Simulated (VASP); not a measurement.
Runs of VASP 6.6.1 on BiB. The structure is cubic, space group Fm-3m (No. 225). The conventional cell has a = 5.254 Å, b = 5.254 Å, c = 5.254 Å, α = 90.00°, β = 90.00°, γ = 90.00°. B (site symmetry m-3m) has 6 Bi at 2.63 Å within 3.5 Å. Within 3.5 Å of Bi (site symmetry m-3m) lie 6 B at 2.63 Å. 

```tsv
level	share of exact exchange	screening parameter	gap on the mesh (eV)	pressure (GPa)
HSE06	0.25	0.2079 1/Å	none	0.8
PBE-based global hybrid with 10 % exact exchange	0.1	-	none	(a)
PBE-based global hybrid with 5 % exact exchange	0.05	-	none	4.0
PBE-based global hybrid with 75 % exact exchange	0.75	-	none	-2.5
PBE-based screened hybrid with 35 % exact exchange	0.35	0.3 1/Å	none	(b)
```

Alike in all rows: task single point; potentials or basis VASP PAW PBE potentials, release 64 (B, Bi_d); no spin polarisation; cell as given; k mesh 4 × 4 × 4; cutoff (eV) 420; smearing fermi-dirac 0.02 eV.

Q: Fill in the values left out.

A: (a) 3.5; (b) 0.5.

Caveats: all runs use coarse meshes; the PAW data sets were made with another functional, which shifts forces and pressure a little; spin-orbit coupling is left out, which moves the levels of the heavy elements.

A k mesh can miss the band edges, and the runs leave out spin-orbit coupling on Bi.

A gap of «none» marks levels without a gap at the run's occupations.
